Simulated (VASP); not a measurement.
Wanted: the native input for a VASP 6.6.1 run.

```
Task                   : relaxation of cell and atoms
Functional             : PBE
Potentials or basis    : VASP PAW PBE potentials, release 64 (La, B)
Cutoff                 : 600 eV
k mesh                 : 6 × 6 × 6
Occupations            : gaussian, width 0.05 eV
Spin                   : no spin polarisation
Dipole correction      : no
Further INCAR settings : ALGO = Normal; EDIFF = 1e-06; IBRION = 2; EDIFFG = -0.03; NSW = 80; ISIF = 3
```

The structure of LaB6 lies in POSCAR:

```
LaB6
1.0
    4.1708057416      0.0000000000      0.0000000000
    0.0000000000      4.1708057416      0.0000000000
    0.0000000000      0.0000000000      4.1708057416
La B
1 6
Direct
    0.0000000000      0.0000000000      0.0000000000
    0.2117000000      0.5000000000      0.5000000000
    0.7883000000      0.5000000000      0.5000000000
    0.5000000000      0.5000000000      0.2117000000
    0.5000000000      0.5000000000      0.7883000000
    0.5000000000      0.2117000000      0.5000000000
    0.5000000000      0.7883000000      0.5000000000
```

One way to write it, as run:

INCAR

```
SYSTEM = LaB6
ALGO = Normal ; EDIFF = 1E-6
EDIFFG = -0.03 ; ENCUT = 600
GGA = PE ; IBRION = 2
ISIF = 3 ; ISMEAR = 0
LASPH = .True. ; LCHARG = .False.
LREAL = .False. ; LWAVE = .False.
NELM = 60 ; NSW = 80
PREC = Accurate ; SIGMA = 0.05
```

KPOINTS

```
k-points
0
Gamma
  6 6 6
  0 0 0
```

Potentials or basis: VASP PAW PBE potentials, release 64 (La, B).

Launch:

```console
$ cat potpaw_PBE.64/La/POTCAR potpaw_PBE.64/B/POTCAR > POTCAR
$ mpirun -np 1 vasp_std > vasp.out
```

It gave:

```json
{"Relaxed volume": "10.24 Å³/atom", "Relaxed cell": "a = 4.154 Å, b = 4.154 Å, c = 4.154 Å, α = 90.00°, β = 90.00°, γ = 90.00°", "Space group after relaxing (to 0.05 Å)": "Pm-3m (No. 221)", "Energy gained by relaxing": "63.4 meV/atom", "Ionic steps": "8", "Pressure after relaxing": "0.0 GPa"}
```

It took 3.4 min on 1 thread of Intel Xeon 6975P-C (shared host), peak memory 0.23 GiB.
